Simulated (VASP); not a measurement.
# AlNi (Cmmm) in VASP: further runs

AlNi is run at these levels: PBE; tasks: single point.

All numbers are computed with VASP 6.6.1; they aren't measurements. Logs are shortened: lines on timing, memory, paths and dates and some standing lists are left out, and cuts for length are marked.

### 1 The cell of the first run

The structure is orthorhombic, space group Cmmm (No. 65). The conventional cell has a = 3.897 Å, b = 3.906 Å, c = 3.099 Å, α = 90.00°, β = 90.00°, γ = 90.00°. Al (site symmetry mmm) has 8 Ni at 2.49 Å and 6 Al at 2.76 to 3.10 Å within 3.3 Å. Ni (site symmetry mmm) has 8 Al at 2.49 Å and 6 Ni at 2.76 to 3.10 Å within 3.3 Å.

### 2 Single point, PBE (strain +0.0050 x Voigt [1, 0, 0, 0, 0, 0])

INCAR

```
PREC = Accurate
ENCUT = 520
EDIFF = 1E-6
ISMEAR = 0
SIGMA = 0.15
LREAL = False
LASPH = True
NELM = 100
ALGO = Normal
ISIF = 2
LWAVE = False
LCHARG = True
GGA = PE
LELF = True
LVHAR = True
NBANDS = 14
```

KPOINTS

```
Automatic mesh
0
Gamma
  18 18 16
```

POSCAR

```
AlNi
1.0
    1.9483874700     -1.9531901500      0.0000000000
    1.9483874700      1.9531901500      0.0000000000
    0.0000000000      0.0000000000      3.0994300413
Al Ni
1 1
Direct
    0.0000000000      0.0000000000      0.0000000000
    0.5000000000      0.5000000000      0.5000000000
```

Potentials or basis: VASP PAW PBE potentials, release 64 (Al, Ni).

The run is started by

```console
> cat potpaw_PBE.64/Al/POTCAR potpaw_PBE.64/Ni/POTCAR > POTCAR
> mpirun -np 1 vasp_std > vasp.out
```

OUTCAR:

```text
PREC = Accurate
   ENCUT = 520
   EDIFF = 1E-6
   ISMEAR = 0
   LREAL = False
   LASPH = True
   NELM = 100
   ISIF = 2
   GGA = PE

 ion  position               nearest neighbor table
   1  0.000  0.000  0.000-   2 2.49   2 2.49   2 2.49   2 2.49   2 2.49   2 2.49   2 2.49   2 2.49

   2  0.500  0.500  0.500-   1 2.49   1 2.49   1 2.49   1 2.49   1 2.49   1 2.49   1 2.49   1 2.49

  LATTYP: Found a base centered orthorhombic cell.
 ALAT       =     3.8967749400
 B/A-ratio  =     1.0024649512
 C/A-ratio  =     0.7953833847

  Lattice vectors:

 A1 = (   1.9483874700,  -1.9531901500,   0.0000000000)
 A2 = (   1.9483874700,   1.9531901500,   0.0000000000)
 A3 = (   0.0000000000,   0.0000000000,   3.0994300413)

Analysis of symmetry for initial positions (statically):
=====================================================================
 Subroutine PRICEL returns:
 Original cell was already a primitive cell.

 Routine SETGRP: Setting up the symmetry group for a
 base centered orthorhombic supercell.

 Subroutine GETGRP returns: Found  8 space group operations
 (whereof  8 operations were pure point group operations)
 out of a pool of  8 trial point group operations.

The static configuration has the point symmetry D_2h.

Analysis of symmetry for dynamics (positions and initial velocities):
=====================================================================
 Subroutine PRICEL returns:
 Original cell was already a primitive cell.

 Routine SETGRP: Setting up the symmetry group for a
 base centered orthorhombic supercell.

 Subroutine GETGRP returns: Found  8 space group operations
 (whereof  8 operations were pure point group operations)
 out of a pool of  8 trial point group operations.

The dynamic configuration has the point symmetry D_2h.

 Subroutine INISYM returns: Found  8 space group operations
 (whereof  8 operations are pure point group operations),
 and found     1 'primitive' translations

----------------------------------------------------------------------------------------

                                     Primitive cell

  volume of cell :      23.5902

  direct lattice vectors                    reciprocal lattice vectors
     1.948387470 -1.953190150  0.000000000     0.256622467 -0.255991461  0.000000000
     1.948387470  1.953190150  0.000000000     0.256622467  0.255991461  0.000000000
     0.000000000  0.000000000  3.099430041     0.000000000  0.000000000  0.322639965

  length of vectors
     2.758834083  2.758834083  3.099430041     0.362473059  0.362473059  0.322639965

[... 86 lines left out ...]
   ISIF   =      2    stress and relaxation
   ISYM   =      2    0-nonsym 1-usesym 2-fastsym
   POTIM  = 0.5000    time-step for ionic-motion
   TEBEG  =    0.0;   TEEND  =   0.0 temperature during run
   PSTRESS=    0.0 pullay stress
   NELECT =      13.0000    total number of electrons
   NUPDOWN=      -1.0000    fix difference up-down
   EMIN   =  10.00;   EMAX   =-10.00  energy-range for DOS
   EFERMI =   0.00;   METHOD = LEGACY
   ISMEAR =     0;   SIGMA  =   0.15  broadening in eV -4-tet -1-fermi 0-gaus
   EFERMI_NEDOS =   21; number of points for ismear=-14 and -15
   IALGO  =     38    algorithm
   IMIX   =      4    mixing-type and parameters
     AMIX     =   0.40;   BMIX     =  1.00
     AMIX_MAG =   1.60;   BMIX_MAG =  1.00
  volume/ion in A,a.u.               =      11.80        79.60
  Fermi-wavevector in a.u.,A,eV,Ry     =   1.342184  2.536360 24.510322  1.801458
  Thomas-Fermi vector in A             =   2.470358
   LORBIT       =      0    0 simple, 1 ext, 2 COOP (PROOUT), +10 PAW based schemes
   GGA     = PE    functional components
   LHFCALC =     F    Hartree Fock is set to
   AEXX    =    0.0000 exact exchange contribution
   IVDW    =     0    specifies the selected vdW correction
   LEPSILON=     F    determine dielectric tensor
   LRPA    =     F    only Hartree local field effects (RPA)
 non-spin polarized calculation
 Gauss-broadening in eV      SIGMA  =   0.15
  energy-cutoff  :      520.00
  volume of cell :       23.59
 maximum number of plane-waves:       652
 NGX is ok and might be reduce to    24
   NGX = 11   NGY = 11   NGZ = 11

 number of electron      13.0000005 magnetization

 Free energy of the ion-electron system (eV)
  ---------------------------------------------------
  ext. energy  EPLUGINS =         0.00000000
  ---------------------------------------------------
  free energy    TOTEN  =       -10.49450018 eV

  energy without entropy =      -10.48473727  energy(sigma->0) =      -10.48961873

 E-fermi :  10.2091     XC(G=0): -12.1138

 val. band max:       10.2084442555   @ k =  -0.3889   0.1111   0.2500
 cond. band min:      10.2114296424   @ k =   0.5000   0.3889   0.3125
 fundamental gap:      0.0029853870
 Fermi energy:        10.2091090927

 k-point     1 :       0.0000    0.0000    0.0000
  band No.  band energies     occupation
      1      -1.0432      2.00000
      2       6.8139      2.00000
      3       6.9574      2.00000
      4       8.5658      2.00000
      5       8.5721      2.00000
      6       8.8525      2.00000
      7      13.1844      0.00000
      8      17.2073      0.00000
      9      17.2217      0.00000
     10      17.3814      0.00000
     11      18.8261      0.00000
     12      24.7335      0.00000
     13      30.6007      0.00000
     14      30.6036      0.00000
[... 377 lines left out ...]
      1      -0.0054      2.00000
      2       6.8552      2.00000
      3       7.0971      2.00000
      4       8.0428      2.00000
      5       8.5017      2.00000
      6       8.5827      2.00000
      7      12.2486      0.00000
      8      14.6316      0.00000
      9      17.1426      0.00000
     10      18.3399      0.00000
     11      22.4287      0.00000
     12      25.1201      0.00000
     13      27.3161      0.00000
     14      28.3111      0.00000

 [... further k-points ...]
[... 5 lines left out ...]
  --------------------------------------------------------------------------------------
  -------------------------------------------------------------------------------------
  Total        1.0863209      1.0071281      0.1242560      0.0000000      0.0000000      0.0000000
  in kB       73.7797244     68.4011837      8.4391059      0.0000000      0.0000000      0.0000000
  external PRESSURE =      50.2066713 kB  Pullay stress =       0.0000000 kB

 VOLUME and BASIS-vectors are now :
 -----------------------------------------------------------------------------
  energy-cutoff  :      520.00
  volume of cell :       23.59
      direct lattice vectors                 reciprocal lattice vectors
     1.948387470 -1.953190150  0.000000000     0.256622467 -0.255991461  0.000000000
     1.948387470  1.953190150  0.000000000     0.256622467  0.255991461  0.000000000
     0.000000000  0.000000000  3.099430041     0.000000000  0.000000000  0.322639965

 POSITION                                       TOTAL-FORCE (eV/Angst)
 -----------------------------------------------------------------------------------
      0.00000      0.00000      0.00000         0.000000      0.000000      0.000000
      1.94839      0.00000      1.54972        -0.000000      0.000000      0.000000
 -----------------------------------------------------------------------------------
    total drift:                                0.000000     -0.000000     -0.000000

  FREE ENERGIE OF THE ION-ELECTRON SYSTEM (eV)
  ---------------------------------------------------
  free  energy   TOTEN  =       -10.4945001809 eV

  energy  without entropy=      -10.4847372742  energy(sigma->0) =      -10.48961873
```

OSZICAR:

```text
N       E                     dE             d eps       ncg     rms          rms(c)
DAV:   1     0.406948310503E+02    0.40695E+02   -0.54228E+03 23362   0.977E+02
DAV:   2    -0.102759928066E+02   -0.50971E+02   -0.46120E+02 24558   0.180E+02
DAV:   3    -0.119805240478E+02   -0.17045E+01   -0.16892E+01 29220   0.363E+01
DAV:   4    -0.120032153030E+02   -0.22691E-01   -0.22685E-01 27004   0.384E+00
DAV:   5    -0.120038966966E+02   -0.68139E-03   -0.68138E-03 29382   0.723E-01    0.124E+01
DAV:   6    -0.140991396535E+02   -0.20952E+01   -0.48266E+01 27054   0.976E+01    0.163E+01
DAV:   7    -0.105270795919E+02    0.35721E+01   -0.14214E+01 27562   0.578E+01    0.111E+00
DAV:   8    -0.105087404972E+02    0.18339E-01   -0.33295E-01 28934   0.630E+00    0.101E+00
DAV:   9    -0.104948460923E+02    0.13894E-01   -0.47352E-02 29374   0.282E+00    0.202E-01
DAV:  10    -0.104945061985E+02    0.33989E-03   -0.16211E-03 32566   0.536E-01    0.811E-02
DAV:  11    -0.104945019101E+02    0.42884E-05   -0.51442E-05 29550   0.673E-02    0.136E-02
DAV:  12    -0.104945004968E+02    0.14133E-05   -0.30997E-06 25038   0.226E-02    0.346E-03
DAV:  13    -0.104945001809E+02    0.31588E-06   -0.24281E-07 14868   0.475E-03
   1 F= -.10494500E+02 E0= -.10489619E+02  d E =-.976291E-02
```

stdout:

```text
POSCAR found type information on POSCAR AlNi
 POSCAR found :  2 types and       2 ions
 scaLAPACK will be used
 LDA part: xc-table for (Slater+PW92), standard interpolation
 POSCAR, INCAR and KPOINTS ok, starting setup
 FFT: planning ... GRIDC
 FFT: planning ... GRID_SOFT
 FFT: planning ... GRID
 WAVECAR not read
 entering main loop
```

Run time: 63 s. Hardware: 1 thread of Intel Xeon 6975P-C (Granite Rapids), shared host; peak memory 0.37 GiB.

Results:

| Property | Result |
| --- | --- |
| Free energy | -10.4945 eV |
| Pressure | 5.0 GPa |

Levels at points of the mesh, in eV from the Fermi level:
```tsv
k point	band 3	band 4	band 5	band 6	band 7	band 8	band 9	band 10	band 11	band 12
(0.00, 0.00, 0.00)	-3.25	-1.64	-1.64	-1.36	2.98	7.00	7.01	7.17	8.62	14.52
(0.50, 0.00, 0.00)	-2.78	-2.73	-2.07	-1.52	-0.36	7.83	7.93	9.36	11.59	12.63
(0.50, 0.50, 0.00)	-2.42	-2.42	-2.40	-2.36	-0.85	2.21	3.22	10.77	13.57	13.61
(0.00, 0.00, 0.50)	-2.94	-2.08	-2.07	-1.31	-1.23	8.38	11.17	11.19	11.44	11.45
(0.50, 0.00, 0.50)	-3.43	-2.85	-1.99	-1.90	-1.21	1.31	2.16	13.53	15.55	16.05
(0.50, 0.50, 0.50)	-4.12	-1.18	-0.83	1.87	2.13	2.17	3.88	4.07	4.10	5.32
```

Caveat: the cell differs from its parent crystal (strain +0.0050 x Voigt [1, 0, 0, 0, 0, 0]). Spin polarisation is off, so any magnetic state and its effect on volume and gap are missing.

### 3 Single point, PBE (strain +0.0150 x Voigt [1, 0, 0, 0, 0, 0])

INCAR

```
SYSTEM = AlNi
PREC = Accurate ; ENCUT = 520
EDIFF = 1E-6 ; ISMEAR = 0
SIGMA = 0.15 ; LREAL = .False.
LASPH = .True. ; NELM = 100
ALGO = Normal ; ISIF = 2
LWAVE = .False. ; LCHARG = .True.
GGA = PE ; LELF = .True.
LVHAR = .True. ; NBANDS = 14
```

KPOINTS

```
regular mesh
0
Gamma
  18 18 16
  0 0 0
```

POSCAR

```
AlNi
1.0
    1.9677744100     -1.9531901500      0.0000000000
    1.9677744100      1.9531901500      0.0000000000
    0.0000000000      0.0000000000      3.0994300413
Al Ni
1 1
Direct
    0.0000000000      0.0000000000      0.0000000000
    0.5000000000      0.5000000000      0.5000000000
```

Potentials or basis: VASP PAW PBE potentials, release 64 (Al, Ni).

The run is started by

```console
> cat potpaw_PBE.64/Al/POTCAR potpaw_PBE.64/Ni/POTCAR > POTCAR
> mpirun -np 1 vasp_std > vasp.out
```

It took 69 s on 1 thread of Intel Xeon 6975P-C (Granite Rapids), shared host; peak memory 0.37 GiB.

Results (log left out):

```yaml
Free_energy: -10.5031 eV
Pressure: 3.3 GPa
```

Stress tensor (GPa, compression positive):
```
 4.42  0.00  0.00
 0.00  6.01  0.00
 0.00  0.00 -0.68
```

Levels at points of the mesh, in eV from the Fermi level:
```tsv
k point	band 3	band 4	band 5	band 6	band 7	band 8	band 9	band 10	band 11	band 12
(0.00, 0.00, 0.00)	-3.20	-1.63	-1.61	-1.35	3.05	6.87	6.91	7.19	8.57	14.31
(0.50, 0.00, 0.00)	-2.74	-2.67	-2.05	-1.50	-0.37	7.88	7.94	9.33	11.47	12.44
(0.50, 0.50, 0.00)	-2.44	-2.38	-2.37	-2.32	-0.84	2.15	3.14	10.73	13.52	13.65
(0.00, 0.00, 0.50)	-2.89	-2.07	-2.04	-1.30	-1.19	8.37	11.05	11.10	11.32	11.33
(0.50, 0.00, 0.50)	-3.38	-2.83	-1.97	-1.88	-1.18	1.30	2.14	13.35	15.44	15.97
(0.50, 0.50, 0.50)	-4.07	-1.15	-0.83	1.88	2.09	2.21	3.79	4.01	4.10	5.24
```

Caveat: the cell differs from its parent crystal (strain +0.0150 x Voigt [1, 0, 0, 0, 0, 0]). Spin polarisation is off, so any magnetic state and its effect on volume and gap are missing.

### 4 Single point, PBE (strain -0.0100 x Voigt [1, 0, 0, 0, 0, 0])

INCAR

```
SYSTEM = AlNi
  ALGO = Normal
  EDIFF = 1E-6
  ENCUT = 520
  GGA = PE
  ISIF = 2
  ISMEAR = 0
  LASPH = .TRUE.
  LCHARG = .FALSE.
  LREAL = .FALSE.
  LWAVE = .FALSE.
  NBANDS = 14
  NELM = 100
  PREC = Accurate
  SIGMA = 0.15
```

KPOINTS

```
k-points
0
G
  18 18 16
  0 0 0
```

POSCAR

```
AlNi
1.0
    1.9193070600     -1.9531901500      0.0000000000
    1.9193070600      1.9531901500      0.0000000000
    0.0000000000      0.0000000000      3.0994300413
Al Ni
1 1
Direct
    0.0000000000      0.0000000000      0.0000000000
    0.5000000000      0.5000000000      0.5000000000
```

The run is started by

```console
> cat potpaw_PBE.64/Al/POTCAR potpaw_PBE.64/Ni/POTCAR > POTCAR
> mpirun -np 1 vasp_std > vasp.out
```

It took 70 s on 1 thread of Intel Xeon 6975P-C (Granite Rapids), shared host; peak memory 0.36 GiB.

The run converged. Its results:

```yaml
Free_energy: -10.4732 eV
Pressure: 7.9 GPa
```

Stress tensor (GPa, compression positive):
```
12.11  0.00  0.00
 0.00  8.21  0.00
 0.00  0.00  3.35
```

Levels at points of the mesh, in eV from the Fermi level:
| k point | band 5 | band 6 | band 7 | band 8 | band 9 | band 10 |
| --- | --- | --- | --- | --- | --- | --- |
| (0.00, 0.00, 0.00) | -1.65 | -1.37 | 2.86 | 7.14 | 7.14 | 7.24 |
| (0.50, 0.00, 0.00) | -2.10 | -1.55 | -0.35 | 7.75 | 7.90 | 9.39 |
| (0.50, 0.50, 0.00) | -2.49 | -2.23 | -0.85 | 2.26 | 3.37 | 10.81 |
| (0.00, 0.00, 0.50) | -2.08 | -1.33 | -1.29 | 8.42 | 11.30 | 11.39 |
| (0.50, 0.00, 0.50) | -2.03 | -1.93 | -1.26 | 1.33 | 2.20 | 13.75 |
| (0.50, 0.50, 0.50) | -0.84 | 1.82 | 2.01 | 2.30 | 4.01 | 4.04 |

Caveat: the cell differs from its parent crystal (strain -0.0100 x Voigt [1, 0, 0, 0, 0, 0]).

### 5 Single point, PBE (strain -0.0200 x Voigt [1, 0, 0, 0, 0, 0])

INCAR

```
SYSTEM = AlNi
PREC = Accurate
ENCUT = 520
EDIFF = 1E-6
ISMEAR = 0
SIGMA = 0.15
LREAL = .FALSE.
LASPH = .TRUE.
NELM = 100
ALGO = Fast
ISIF = 2
LWAVE = .FALSE.
LCHARG = .FALSE.
GGA = PE
NBANDS = 14
```

KPOINTS

```
Automatic mesh
0
G
  18 18 16
  0 0 0
```

POSCAR

```
AlNi
1.0
    1.8999201200     -1.9531901500      0.0000000000
    1.8999201200      1.9531901500      0.0000000000
    0.0000000000      0.0000000000      3.0994300413
Al Ni
1 1
Direct
    0.0000000000      0.0000000000      0.0000000000
    0.5000000000      0.5000000000      0.5000000000
```

The run is started by

```console
> cat potpaw_PBE.64/Al/POTCAR potpaw_PBE.64/Ni/POTCAR > POTCAR
> mpirun -np 1 vasp_std > vasp.out
```

Wall time 2.1 min (1 thread of Intel Xeon 6975P-C, shared host); peak memory 0.36 GiB.

The run converged. Its results:

| Item | Value |
| --- | --- |
| Free energy | -10.4530 eV |
| Pressure | 9.9 GPa |

Stress tensor (GPa, compression positive):
```
15.38  0.00  0.00
 0.00  9.14  0.00
 0.00  0.00  5.12
```

Levels at points of the mesh, in eV from the Fermi level:
```tsv
k point	band 5	band 6	band 7	band 8	band 9	band 10
(0.00, 0.00, 0.00)	-1.67	-1.39	2.77	7.12	7.24	7.39
(0.50, 0.00, 0.00)	-2.12	-1.57	-0.34	7.69	7.88	9.42
(0.50, 0.50, 0.00)	-2.54	-2.14	-0.86	2.29	3.49	10.83
(0.00, 0.00, 0.50)	-2.08	-1.35	-1.32	8.45	11.39	11.53
(0.50, 0.00, 0.50)	-2.05	-1.95	-1.29	1.35	2.23	13.87
(0.50, 0.50, 0.50)	-0.85	1.78	1.94	2.39	3.97	4.16
```

Caveat: the cell differs from its parent crystal (strain -0.0200 x Voigt [1, 0, 0, 0, 0, 0]). Spin polarisation is off, so any magnetic state and its effect on volume and gap are missing.

### 6 Summary

```csv
cell,gap on the mesh (eV),pressure (GPa)
"a = 2.759, b = 2.759, c = 3.099 Å, angles 90.0, 90.0, 90.1°, 2 atoms",none,5.0
"a = 2.773, b = 2.773, c = 3.099 Å, angles 90.0, 90.0, 89.6°, 2 atoms",none,3.3
"a = 2.738, b = 2.738, c = 3.099 Å, angles 90.0, 90.0, 91.0°, 2 atoms",none,7.9
"a = 2.725, b = 2.725, c = 3.099 Å, angles 90.0, 90.0, 91.6°, 2 atoms",none,9.9
```

Alike in all rows: task single point; level PBE; potentials or basis VASP PAW PBE potentials, release 64 (Al, Ni); no spin polarisation; k mesh 18 × 18 × 16; cutoff (eV) 520; smearing gaussian 0.15 eV.

Total energies depend on the potentials used, so only differences within one code and one set of settings carry meaning.
